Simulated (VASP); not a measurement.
The system is PtSe2 (Sudovikovite).

```
CELL_PARAMETERS angstrom
3.74866 0.00000 0.00000
-1.87433 3.24644 0.00000
0.00000 0.00000 5.09552
ATOMIC_POSITIONS crystal
Pt 0.00000 0.00000 0.00000
Se 0.66667 0.33333 0.75000
Se 0.33333 0.66667 0.25000
```

This cell differs from its parent crystal: volume scaled by 1.02.

Base run:

* Program: VASP 6.6.1
* Functional: PBEsol
* Potentials or basis: VASP PAW PBE potentials, release 64 (Pt, Se)
* Cutoff: 520 eV
* k mesh: 8 × 8 × 5
* Occupations: fermi-dirac, width 0.05 eV
* Spin: no spin polarisation

Its results: band gap on the k mesh zero (band 11 reaches 6.53 eV, above the bottom of band 12 at 6.21 eV); pressure -0.4 GPa; largest force 0.110 eV/Å.

Question: The run is repeated on the same cell with these changes: functional from PBEsol to r2SCAN. What comes out?

Answer: Band gap on the k mesh zero (band 11 reaches 6.43 eV, above the bottom of band 12 at 6.27 eV); pressure 2.2 GPa; largest force 0.146 eV/Å.

Caveats: the PAW data sets were made with another functional, which shifts forces and pressure a little; spin-orbit coupling is left out, which moves the levels of the heavy elements.
